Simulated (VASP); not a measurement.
Li2Sm, 3 atoms in the cell. The structure is hexagonal, space group P6/mmm (No. 191). Conventional cell: a = 3.482 Å, b = 3.482 Å, c = 4.228 Å, α = 90.00°, β = 90.00°, γ = 120.00°. Li (site symmetry -6m2) has 3 Li at 2.01 Å within 2.7 Å. Sm (site symmetry 6/mmm) has 12 Li at 2.92 Å and 6 Sm at 3.48 Å within 3.8 Å. The cell was generated, and may not be a known phase.

| Item | Value |
| --- | --- |
| Program | VASP 6.6.1 |
| Task | relaxation of cell and atoms |
| Functional | PBE |
| Potentials or basis | VASP PAW PBE potentials, release 64 (Li_sv, Sm_3), 4f in core |
| Cutoff | 750 eV |
| k mesh | 6 × 6 × 4 |
| Occupations | gaussian, width 0.1 eV |
| Spin | no spin polarisation |
| Dipole correction | no |
| Further INCAR settings | ALGO = Normal; EDIFF = 1e-07; IBRION = 2; EDIFFG = -0.04; NSW = 90; ISIF = 3 |

Potentials or basis: VASP PAW PBE potentials, release 64 (Li_sv, Sm_3), 4f in core.

Command:

```sh
$ cat potpaw_PBE.64/Li_sv/POTCAR potpaw_PBE.64/Sm_3/POTCAR > POTCAR
$ mpirun -np 1 vasp_std > vasp.out
```

Hardware: 1 thread of AMD EPYC 9R45 96-Core Processor (Zen 5), with other jobs on the host.

Q: How long does it take, and how much memory?

A: It took 68 s on 1 thread of AMD EPYC 9R45 96-Core Processor (Zen 5), with other jobs on the host, peak memory 0.18 GiB. Counts: scf iterations 71, k points 21, ion steps 7.
